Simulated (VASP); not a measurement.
ZrB2: electric field gradients with PBE

ZrB2:

```
CELL_PARAMETERS angstrom
3.10039 0.00000 0.00000
-1.55019 2.68502 0.00000
0.00000 0.00000 3.44814
ATOMIC_POSITIONS crystal
Zr 0.00000 0.00000 0.00000
B 0.33333 0.66667 0.50000
B 0.66667 0.33333 0.50000
```

This cell differs from its parent crystal: volume scaled by 0.94.

- Program: VASP 6.6.1
- Task: electric field gradients
- Functional: PBE
- Potentials or basis: VASP PAW PBE potentials, release 64 (Zr_sv, B)
- Cutoff: 520 eV
- k mesh: 12 × 12 × 9
- Occupations: fermi-dirac, width 0.05 eV
- Spin: no spin polarisation
- Dipole correction: no
- Further INCAR settings: ALGO = Normal; EDIFF = 1e-08; NBANDS = 16

- Pressure: 19.9 GPa
- Band gap on the k mesh: zero (band 9 reaches 12.11 eV, above the bottom of band 10 at 10.74 eV)

Stress tensor (GPa, compression positive):
```
19.77  0.00  0.00
 0.00 19.77  0.00
 0.00  0.00 20.23
```

Levels at points of the mesh, in eV from the Fermi level:
| k point | band 7 | band 8 | band 9 | band 10 | band 11 | band 12 |
| --- | --- | --- | --- | --- | --- | --- |
| (0.00, 0.00, 0.00) | -2.86 | -2.82 | -2.36 | 3.64 | 3.64 | 4.47 |
| (0.50, 0.00, 0.00) | -4.21 | -3.22 | -2.96 | 2.29 | 2.43 | 5.29 |

Electric field gradients, principal values (V/Å²):
```csv
atom,least,middle,greatest (by size)
1 Zr,-20.923,-20.923,41.846
2 B,-0.798,-0.798,1.595
3 B,-0.798,-0.798,1.595
```

It took 15 s on 1 thread of Intel(R) Xeon(R) 6975P-C (Granite Rapids), on a shared host, peak memory 0.17 GiB.

Caveat: without QUAD_EFG the Cq values of the log hold for a quadrupole moment of 1 mb, not for the nuclei.
